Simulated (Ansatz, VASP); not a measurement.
# One calculation of Hf, two programs

```xyz
2
Lattice="3.1581 0.0000 0.0000 -1.5791 2.7350 0.0000 0.0000 0.0000 5.0042" Properties=species:S:1:pos:R:3 pbc="T T T"
Hf    0.0000    1.8233    1.2511
Hf    1.5791    0.9117    3.7532
```

Alike in both runs: functional PBEsol; k mesh 18 × 18 × 10; occupations fermi-dirac, width 0.1 eV; no spin polarisation.

Ansatz relaxed the structure, and its values are those at the end. VASP's run is a single point on that final structure, the one shown.

|  | VASP | Ansatz |
| --- | --- | --- |
| version | VASP 6.6.1 | Ansatz 0.2.0 |
| potentials or method | VASP PAW PBE potentials, release 64 (Hf_pv) | PAW with Ansatz's default frozen-core files, scalar-relativistic |
| plane-wave cutoff (eV) | 500 | 420 |
| valence electrons in the cell | 20 | 52 |

|  | VASP | Ansatz | Ansatz less VASP |
| --- | --- | --- | --- |
| pressure (GPa) | -0.4 | 0.0 | +0.37 |

VASP's potentials were made for PBE, not for PBEsol. The functional is the same, so the differences come from potentials, cutoffs and numerics. VASP's potentials hold 20 valence electrons a cell and Ansatz's 52, so a difference there can come from the potentials and not from the codes.

Neither program's run includes spin-orbit coupling.
